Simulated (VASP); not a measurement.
# Y3F (P4/mmm) in VASP: a series of runs, part 2 of 2

VASP 6.6.1. Earlier steps stand in the parts before.

### Step 4. Relaxation of cell and atoms, PBE

The input, INCAR:

```
SYSTEM = Y3F
ALGO = Normal ; EDIFF = 1E-7
EDIFFG = -0.04 ; ENCUT = 600
GGA = PE ; IBRION = 2
ISIF = 3 ; ISMEAR = 0
LASPH = .TRUE. ; LCHARG = .FALSE.
LREAL = .FALSE. ; LWAVE = .FALSE.
NELM = 60 ; NSW = 90
PREC = Accurate ; SIGMA = 0.1
```

The input, KPOINTS:

```
k-points
0
G
  4 4 6
  0 0 0
```

The input, POSCAR:

```
Y3F
1.0
    5.5651574029      0.0000000000      0.0000000000
    0.0000000000      5.5651574029      0.0000000000
    0.0000000000      0.0000000000      3.5445139711
Y F
3 1
Direct
    0.0000000000      0.5000000000      0.5000000000
    0.5000000000      0.0000000000      0.5000000000
    0.5000000000      0.5000000000      0.0000000000
    0.0000000000      0.0000000000      0.0000000000
```

The run is started by

```
$ cat potpaw_PBE.64/Y_sv/POTCAR potpaw_PBE.64/F/POTCAR > POTCAR
$ mpirun -np 1 vasp_std > vasp.out
```

Wall time 5.2 min (1 thread of Intel Xeon 8259CL, shared host); peak memory 0.3 GiB.

The run converged. Its results:

```yaml
Free_energy: -22.8287 eV
Relaxed_volume: 27.07 Å³/atom
Relaxed_cell: a = 5.586 Å, b = 5.586 Å, c = 3.471 Å, α = 90.00°, β = 90.00°, γ = 90.00°
Space_group_after_relaxing_to_0.1_Å: P4/mmm (No. 123)
Energy_gained_by_relaxing: 2.8 meV/atom
Ionic_steps: 3
Pressure_after_relaxing: 0.2 GPa
Band_gap_on_the_k_mesh: zero (bands 20 and 21 overlap by 0.86 eV)
```

Stress tensor (GPa, compression positive):
```
0.21 0.00 0.00
0.00 0.21 0.00
0.00 0.00 0.06
```

Step by step:
```tsv
step	energy change (eV)	largest force (eV/Å)	pressure (GPa)	volume (Å³)
1	0.0000	0.0000	-0.32	109.78
2	-0.0095	0.0000	-0.03	108.90
3	-0.0114	0.0000	0.16	108.30
```

Final structure:
```yaml
crystal:
  lattice:
    - [5.58576, 0.00000, 0.00000]
    - [0.00000, 5.58576, 0.00000]
    - [0.00000, 0.00000, 3.47095]
  atoms:
    - { symbol: Y, position: [0.00000, 0.50000, 0.50000] }
    - { symbol: Y, position: [0.50000, 0.00000, 0.50000] }
    - { symbol: Y, position: [0.50000, 0.50000, 0.00000] }
    - { symbol: F, position: [0.00000, 0.00000, 0.00000] }
```

Levels at points of the mesh, in eV from the Fermi level:
```
           k point  band 18  band 19  band 20  band 21  band 22  band 23
(0.00, 0.00, 0.00)    -1.70    -1.59    -1.17     0.49     1.47     1.47
(0.50, 0.00, 0.00)    -1.81    -1.15    -0.14     0.38     0.42     1.23
(0.50, 0.50, 0.00)    -1.24    -1.24     0.07     0.08     0.08     1.07
(0.00, 0.00, 0.50)    -0.28     0.28     0.28     0.45     0.45     0.56
(0.50, 0.00, 0.50)    -1.18    -0.19    -0.06     0.36     0.46     0.78
(0.50, 0.50, 0.50)    -1.69    -1.69    -0.66    -0.48     1.86     1.86
```

### Step 5. Single point, PBE

The input, INCAR:

```
SYSTEM = Y3F
  ALGO = Normal
  EDIFF = 1E-6
  ENCUT = 520
  GGA = PE
  ISIF = 2
  ISMEAR = 0
  LASPH = .TRUE.
  LCHARG = .FALSE.
  LREAL = .FALSE.
  LWAVE = .FALSE.
  NBANDS = 28
  NELM = 60
  PREC = Accurate
  SIGMA = 0.1
```

The input, KPOINTS:

```
k-points
0
G
  8 8 14
  0 0 0
```

The input, POSCAR:

```
Y3F
1.0
    5.6144073193      0.0000000000      0.0000000000
    0.0000000000      5.6144073193      0.0000000000
    0.0000000000      0.0000000000      3.4800562450
Y F
3 1
Direct
    0.0000000000      0.5000000000      0.5000000000
    0.5000000000      0.0000000000      0.5000000000
    0.5000000000      0.5000000000      0.0000000000
    0.0000000000      0.0000000000      0.0000000000
```

Potentials or basis: VASP PAW PBE potentials, release 64 (Y_sv, F).

The run is started by

```
$ cat potpaw_PBE.64/Y_sv/POTCAR potpaw_PBE.64/F/POTCAR > POTCAR
$ mpirun -np 1 vasp_std > vasp.out
```

OUTCAR:

```text
SYSTEM = Y3F
   EDIFF = 1E-6
   ENCUT = 520
   GGA = PE
   ISIF = 2
   ISMEAR = 0
   LASPH = .TRUE.
   LREAL = .FALSE.
   NELM = 60
   PREC = Accurate

 ion  position               nearest neighbor table
   1  0.000  0.500  0.500-   3 3.30   3 3.30   3 3.30   3 3.30   2 3.97   2 3.97   2 3.97   2 3.97

   2  0.500  0.000  0.500-   3 3.30   3 3.30   3 3.30   3 3.30   1 3.97   1 3.97   1 3.97   1 3.97

   3  0.500  0.500  0.000-   1 3.30   2 3.30   1 3.30   2 3.30   2 3.30   2 3.30   1 3.30   1 3.30

   4  0.000  0.000  0.000-

  LATTYP: Found a simple tetragonal cell.
 ALAT       =     5.6144073193
 C/A-ratio  =     0.6198439207

  Lattice vectors:

 A1 = (   5.6144073193,   0.0000000000,   0.0000000000)
 A2 = (   0.0000000000,   5.6144073193,   0.0000000000)
 A3 = (   0.0000000000,   0.0000000000,   3.4800562450)

Analysis of symmetry for initial positions (statically):
=====================================================================
 Subroutine PRICEL returns:
 Original cell was already a primitive cell.

 Routine SETGRP: Setting up the symmetry group for a
 simple tetragonal supercell.

 Subroutine GETGRP returns: Found 16 space group operations
 (whereof 16 operations were pure point group operations)
 out of a pool of 16 trial point group operations.

The static configuration has the point symmetry D_4h.

Analysis of symmetry for dynamics (positions and initial velocities):
=====================================================================
 Subroutine PRICEL returns:
 Original cell was already a primitive cell.

 Routine SETGRP: Setting up the symmetry group for a
 simple tetragonal supercell.

 Subroutine GETGRP returns: Found 16 space group operations
 (whereof 16 operations were pure point group operations)
[... 122 lines left out ...]
   EFERMI_NEDOS =   21; number of points for ismear=-14 and -15
   IALGO  =     38    algorithm
   IMIX   =      4    mixing-type and parameters
     AMIX     =   0.40;   BMIX     =  1.00
     AMIX_MAG =   1.60;   BMIX_MAG =  1.00
  volume/ion in A,a.u.               =      27.42       185.07
  Fermi-wavevector in a.u.,A,eV,Ry     =   1.169581  2.210187 18.611663  1.367919
  Thomas-Fermi vector in A             =   2.306051
   LORBIT       =      0    0 simple, 1 ext, 2 COOP (PROOUT), +10 PAW based schemes
   GGA     = PE    functional components
   LHFCALC =     F    Hartree Fock is set to
   AEXX    =    0.0000 exact exchange contribution
   IVDW    =     0    specifies the selected vdW correction
   LEPSILON=     F    determine dielectric tensor
   LRPA    =     F    only Hartree local field effects (RPA)
 non-spin polarized calculation
 Gauss-broadening in eV      SIGMA  =   0.10
  energy-cutoff  :      520.00
  volume of cell :      109.70
 maximum number of plane-waves:      2984
 NGX is ok and might be reduce to    42
   NGX = 21   NGY = 21   NGZ = 13

 number of electron      39.9999987 magnetization

 Free energy of the ion-electron system (eV)
  ---------------------------------------------------
  ext. energy  EPLUGINS =         0.00000000
  ---------------------------------------------------
  free energy    TOTEN  =       -22.82771243 eV

  energy without entropy =      -22.80351737  energy(sigma->0) =      -22.81561490

 E-fermi :   2.8466     XC(G=0):  -9.2529

 val. band max:        2.8421739230   @ k =   0.5000   0.5000   0.0714
 cond. band min:       2.8472913245   @ k =   0.3750   0.1250   0.4286
 fundamental gap:      0.0051174015
 Fermi energy:         2.8465688077

 k-point     1 :       0.0000    0.0000    0.0000
  band No.  band energies     occupation
      1     -40.3226      2.00000
      2     -40.3053      2.00000
      3     -39.2521      2.00000
      4     -20.4526      2.00000
      5     -20.4526      2.00000
      6     -20.3047      2.00000
[... 733 lines left out ...]
     27       5.6324      0.00000
     28       5.8638      0.00000

 [... further k-points ...]

------------------------ aborting loop because EDIFF is reached ----------------------------------------

  FORCE on cell =-STRESS in cart. coord.  units (eV):
  Direction    XX          YY          ZZ          XY          YZ          ZX
  --------------------------------------------------------------------------------------
  -------------------------------------------------------------------------------------
  Total       -0.1084342     -0.1084342     -0.1234529      0.0000000     -0.0000000      0.0000000
  in kB       -1.5837362     -1.5837362     -1.8030910      0.0000000     -0.0000000      0.0000000
  external PRESSURE =      -1.6568544 kB  Pullay stress =       0.0000000 kB

 VOLUME and BASIS-vectors are now :
 -----------------------------------------------------------------------------
  energy-cutoff  :      520.00
  volume of cell :      109.70
      direct lattice vectors                 reciprocal lattice vectors
     5.614407319  0.000000000  0.000000000     0.178113190  0.000000000  0.000000000
     0.000000000  5.614407319  0.000000000     0.000000000  0.178113190  0.000000000
     0.000000000  0.000000000  3.480056245     0.000000000  0.000000000  0.287351678

 POSITION                                       TOTAL-FORCE (eV/Angst)
 -----------------------------------------------------------------------------------
      0.00000      2.80720      1.74003         0.000000      0.000000      0.000000
      2.80720      0.00000      1.74003         0.000000      0.000000      0.000000
      2.80720      2.80720      0.00000         0.000000      0.000000      0.000000
      0.00000      0.00000      0.00000         0.000000      0.000000      0.000000
 -----------------------------------------------------------------------------------
    total drift:                                0.000000     -0.000000      0.000000

  FREE ENERGIE OF THE ION-ELECTRON SYSTEM (eV)
  ---------------------------------------------------
  free  energy   TOTEN  =       -22.8277124321 eV

  energy  without entropy=      -22.8035173673  energy(sigma->0) =      -22.81561490
```

Run time: 9 min. Hardware: 1 thread of Intel Xeon 8259CL, shared host; peak memory 0.46 GiB.

What came out:

```
Free energy            : -22.8277 eV
Pressure               : -0.2 GPa
Band gap on the k mesh : zero (bands 20 and 21 overlap by 0.88 eV)
```

Levels at points of the mesh, in eV from the Fermi level:
```csv
k point,band 18,band 19,band 20,band 21,band 22,band 23
"(0.00, 0.00, 0.00)",-1.74,-1.60,-1.18,0.45,1.44,1.44
"(0.50, 0.00, 0.00)",-1.87,-1.19,-0.18,0.32,0.38,1.17
"(0.50, 0.50, 0.00)",-1.30,-1.30,0.02,0.04,0.04,1.02
"(0.00, 0.00, 0.50)",-0.34,0.22,0.22,0.40,0.40,0.53
"(0.50, 0.00, 0.50)",-1.22,-0.24,-0.13,0.31,0.41,0.74
"(0.50, 0.50, 0.50)",-1.71,-1.71,-0.68,-0.52,1.81,1.81
```

### Step 6. Overview

```csv
task,cell,k mesh,cutoff (eV),gap on the mesh (eV),pressure (GPa)
single point,"a = 5.565, b = 5.565, c = 3.545 Å, 4 atoms",4 × 4 × 4,520,none,0.1
single point,"a = 5.611, b = 5.611, c = 3.475 Å, 4 atoms",4 × 4 × 6,520,none,-0.2
relaxation of cell and atoms,"relaxed from a = 5.565, b = 5.565, c = 3.545 Å, 4 atoms",4 × 4 × 6,600,none,0.2
single point,"a = 5.614, b = 5.614, c = 3.480 Å, 4 atoms",8 × 8 × 14,520,none,-0.2
```

Alike in all rows: level PBE; potentials or basis VASP PAW PBE potentials, release 64 (Y_sv, F); no spin polarisation; smearing gaussian 0.1 eV.

Caveats: some runs use coarse meshes.

Total energies depend on the potentials used, so only differences within one code and one set of settings carry meaning.

The gap in the log of VASP goes by the Fermi energy; the results here count the filled bands.